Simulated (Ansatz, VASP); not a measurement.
**LiCl in VASP and in Ansatz**

```
CELL_PARAMETERS angstrom
0.00000 2.55604 2.55604
2.55604 0.00000 2.55604
2.55604 2.55604 0.00000
ATOMIC_POSITIONS crystal
Li 0.00000 0.00000 0.00000
Cl 0.50000 0.50000 0.50000
```

Alike in both runs: task single point; functional PBE-based screened hybrid; k mesh 4 × 4 × 4; no spin polarisation.

|  | VASP | Ansatz |
| --- | --- | --- |
| version | VASP 6.6.1 | Ansatz 0.2.0 |
| potentials or method | VASP PAW PBE potentials, release 64 (Li_sv, Cl) | plane waves |
| plane-wave cutoff (eV) | 520 | 420 |
| occupations | gaussian, width 0.01 eV | fixed |
| valence electrons in the cell | 10 | 10 |

Ansatz gave:

```
gap on the k mesh at the Fermi level (eV) : 7.08
```

What did VASP give for the same quantities?

gap on the k mesh at the Fermi level (eV): 7.09.

VASP's potentials were made for PBE, not for PBE-based screened hybrid. Ansatz's warnings: stress exchange threshold loose, stress scf threshold loose.

The k mesh is coarse, so the values compare programs but aren't converged. Noted on VASP's run: the cutoff is short for stress, so the pressure is rough.
